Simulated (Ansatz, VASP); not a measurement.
**One calculation of Ag, two programs**

```
CELL_PARAMETERS angstrom
-1.65565 1.65565 1.90400
1.65565 -1.65565 1.90400
1.65565 1.65565 -1.90400
ATOMIC_POSITIONS crystal
Ag 0.00000 0.00000 0.00000
```

Change from the starting cell: strain +0.1500 x Voigt [0, 0, 1, 0, 0, 0], atoms carried along.

Alike in both runs: task single point; functional PBEsol; k mesh 20 × 20 × 20; occupations gaussian, width 0.15 eV; no spin polarisation.

|  | VASP | Ansatz |
| --- | --- | --- |
| version | VASP 6.6.1 | Ansatz 0.2.0 |
| potentials or method | VASP PAW PBE potentials, release 64 (Ag), cutoff 520 eV | scalar-relativistic, plane waves, PAW |
| valence electrons in the cell | 11 | 19 |

|  | VASP | Ansatz | Ansatz less VASP |
| --- | --- | --- | --- |
| gap on the k mesh at the Fermi level (eV) | none | none | - |
| pressure (GPa) | -13.6 | -13.6 | -0.01 |
| traceless stress, the component that is largest in VASP (GPa) | 0.63 | 0.63 | +0.004 |

VASP's potentials were made for PBE, not for PBEsol. A gap of «none» marks a metal or a gap that the smearing closes. With one functional, cell and mesh, what is left measures potentials, basis and numerics. VASP's potentials hold 11 valence electrons a cell and Ansatz's 19, so a difference there can come from the potentials and not from the codes.
